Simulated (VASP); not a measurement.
BN:

```xyz
2
Lattice="0.0000 3.4953 2.1661 1.2516 0.0000 2.1661 1.2516 3.4953 0.0000" Properties=species:S:1:pos:R:3 pbc="T T T"
N     1.2516    3.4953    2.8881
B     1.2516    3.4953    0.0002
```

Program: VASP 6.6.1. Alike in all runs: task single point; potentials or basis VASP PAW PBE potentials, release 64 (N, B); no spin polarisation; cell as given; cutoff (eV) 520; smearing fermi-dirac 0.05 eV.

Order these runs on this cell by their band gap on the k mesh, lowest first.
A. level PBEsol-based screened hybrid with 25 % exact exchange; k mesh 7 × 7 × 7; grid for exact exchange (PRECFOCK) Normal; share of exact exchange 0.25; screening parameter 0.207 1/Å
B. level PBEsol; k mesh 13 × 13 × 13
C. level PBE0; k mesh 8 × 8 × 8; grid for exact exchange (PRECFOCK) Normal; share of exact exchange 0.25

B (3.79 eV), A (5.34 eV), C (5.80 eV).

Caveats: some runs use coarse meshes.

A k mesh can miss the band edges, odd and even meshes differently.
